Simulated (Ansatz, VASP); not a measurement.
# One calculation of ZnCd2Se3, two programs

```
Zn Cd Se
1.0
     4.26772    0.00000    0.00000
    -2.13386    3.69595    0.00000
     0.00000    0.00000   10.51890
Zn Cd Se
1 2 3
Direct
  0.66667 0.33333 0.66742
  0.00000 0.00000 0.99102
  0.33333 0.66667 0.33884
  0.00000 0.00000 0.73624
  0.66667 0.33333 0.43154
  0.33333 0.66667 0.08494
```

Alike in both runs: functional PBE; k mesh 6 × 6 × 2; occupations gaussian, width 0.1 eV; no spin polarisation.

Ansatz relaxed the structure, and its values are those at the end. VASP's run is a single point on that final structure, the one shown.

|  | VASP | Ansatz |
| --- | --- | --- |
| version | VASP 6.6.1 | Ansatz 0.2.0 |
| potentials or method | VASP PAW PBE potentials, release 64 (Zn, Cd, Se), cutoff 520 eV | scalar-relativistic, plane waves, PAW |
| valence electrons in the cell | 54 | 100 |

|  | VASP | Ansatz | Ansatz less VASP |
| --- | --- | --- | --- |
| gap on the k mesh at the Fermi level (eV) | 0.55 | 0.55 | +0.002 |
| least direct gap on the mesh (eV) | 0.55 | 0.55 | +0.002 |
| pressure (GPa) | 0.2 | -0.1 | -0.25 |
| rms of the force components (eV/Å) | 0.012 | 0.010 | -0.0027 |

VASP's potentials hold 54 valence electrons a cell and Ansatz's 100, so a difference there can come from the potentials and not from the codes.
